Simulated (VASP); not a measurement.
Al:

```xyz
1
Lattice="0.0000 2.0248 2.0248 2.0248 0.0000 2.0248 2.0248 2.0248 0.0000" Properties=species:S:1:pos:R:3 pbc="T T T"
Al    0.0000    0.0000    0.0000
```

| Property | Result |
| --- | --- |
| Program | VASP 6.6.1 |
| Task | relaxation of cell and atoms |
| Functional | PBEsol |
| Potentials or basis | VASP PAW PBE potentials, release 64 (Al) |
| Cutoff | 600 eV |
| k mesh | 14 × 14 × 14 |
| Occupations | methfessel-paxton, width 0.05 eV |
| Spin | no spin polarisation |

At the start: pressure -2.2 GPa; volume 16.60 Å³/atom.

Task: How do energy, volume and symmetry change on relaxing?

Result: Over 3 steps the energy falls by 3.2 meV/atom and the volume is 16.15 Å³/atom (-2.7 %); space group Fm-3m (No. 225, to 0.05 Å).

Step by step:
```csv
step,energy change (eV),largest force (eV/Å),pressure (GPa),volume (Å³)
1,0.0000,0.0000,-2.22,16.60
2,-0.0031,0.0000,0.50,16.06
3,-0.0032,0.0000,0.01,16.15
```

Final structure:
```
Al
1.0
     0.00000    2.00621    2.00621
     2.00621    0.00000    2.00621
     2.00621    2.00621    0.00000
Al
1
Cartesian
  0.0000 0.0000 0.0000
```

Caveat: the PAW data sets were made with another functional, which shifts forces and pressure a little.
